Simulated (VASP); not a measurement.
The system is Hf.

```
Hf
1.0
     3.16879    0.00000    0.00000
    -1.58439    2.74425    0.00000
     0.00000    0.00000    5.13343
Hf
2
Direct
  0.33333 0.66667 0.25000
  0.66667 0.33333 0.75000
```

```yaml
Program: VASP 6.6.1
Task: relaxation of cell and atoms
Functional: LDA
Potentials_or_basis: VASP PAW LDA potentials, release 64 (Hf_pv)
Cutoff: 500 eV
k_mesh: 16 × 16 × 9
Occupations: fermi-dirac, width 0.08 eV
Spin: no spin polarisation
```

At the start: pressure -7.4 GPa; volume 22.32 Å³/atom.

Task: How do energy, volume and symmetry change on relaxing?

Result: Over 9 steps the energy falls by 39.0 meV/atom and the volume is 20.84 Å³/atom (-6.6 %); space group P6_3/mmc (No. 194, to 0.05 Å).

Step by step:
| step | energy change (eV) | largest force (eV/Å) | pressure (GPa) | volume (Å³) |
| --- | --- | --- | --- | --- |
| 1 | 0.0000 | 0.0000 | -7.44 | 44.64 |
| 2 | 0.0416 | 0.0000 | 11.98 | 38.27 |
| 3 | -0.0761 | 0.0000 | -0.05 | 41.67 |
| 4 | -0.0762 | 0.0000 | 0.13 | 41.61 |
| 5 | -0.0778 | 0.0000 | 0.07 | 41.65 |
| 6 | -0.0780 | 0.0000 | 0.04 | 41.66 |
| 7 | -0.0780 | 0.0000 | 0.04 | 41.66 |
| 8 | -0.0780 | 0.0000 | -0.05 | 41.69 |
| 9 | -0.0780 | 0.0000 | 0.00 | 41.68 |

Final structure:
```
Hf
1.0
     3.11916    0.00000    0.00000
    -1.55958    2.70127    0.00000
     0.00000    0.00000    4.94636
Hf
2
Cartesian
  0.0000 1.8008 1.2366
  1.5596 0.9004 3.7098
```
